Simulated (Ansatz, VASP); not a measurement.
**BiTe: VASP beside Ansatz**

File INCAR:

```
  ALGO = Normal
  EDIFF = 1E-6
  ENCUT = 520
  GGA = PE
  ISIF = 2
  ISMEAR = 0
  LASPH = T
  LCHARG = T
  LELF = T
  LREAL = F
  LVHAR = T
  LWAVE = F
  NBANDS = 18
  NELM = 60
  PREC = Accurate
  SIGMA = 0.15
```

The input KPOINTS:

```
k-points
0
Gamma
  14 14 14
```

Contents of POSCAR:

```
BiTe
1.0
   -0.1546631139      3.1595464697      3.1595464697
    3.1595464697     -0.1546631139      3.1595464697
    3.1595464697      3.1595464697     -0.1546631139
Bi Te
1 1
Direct
    0.0000000000      0.0000000000      0.0000000000
    0.5000000000      0.5000000000      0.5000000000
```

Input for Ansatz:

```yaml
crystal:
  lattice:
    - [-0.1546631139, 3.1595464697, 3.1595464697]
    - [3.1595464697, -0.1546631139, 3.1595464697]
    - [3.1595464697, 3.1595464697, -0.1546631139]
  atoms:
    - { symbol: Bi, position: [0.0, 0.0, 0.0] }
    - { symbol: Te, position: [0.5, 0.5, 0.5] }
basis:
  ecutwfc: 420
kpoints:
  mp_grid: { grid: [14, 14, 14] }
hamiltonian:
  xc: pbe
scf:
  occupations: { method: gaussian, width: 0.15 }
output:
  forces: true
  stress: true
  eigenvalues: true
  write_density: true
  write_potential: true
  elf: true
  volumetric_format: npy
```

Alike in both runs: task single point; functional PBE; k mesh 14 × 14 × 14; occupations gaussian, width 0.15 eV; no spin polarisation.

|  | VASP | Ansatz |
| --- | --- | --- |
| version | VASP 6.6.1 | Ansatz 0.2.0 |
| potentials or method | VASP PAW PBE potentials, release 64 (Bi_d, Te), cutoff 520 eV | scalar-relativistic, plane waves, PAW |
| valence electrons in the cell | 21 | 31 |

Ansatz gave:

| Quantity | Value |
| --- | --- |
| gap on the k mesh at the Fermi level (eV) | none |
| pressure (GPa) | 0.6 |

Question: Which values does VASP return?

Answer: gap on the k mesh at the Fermi level (eV): none; pressure (GPa): 0.5.

A gap of «none» marks a metal or a gap that the smearing closes. VASP's potentials hold 21 valence electrons a cell and Ansatz's 31, so a difference there can come from the potentials and not from the codes.

Neither program's run includes spin-orbit coupling.
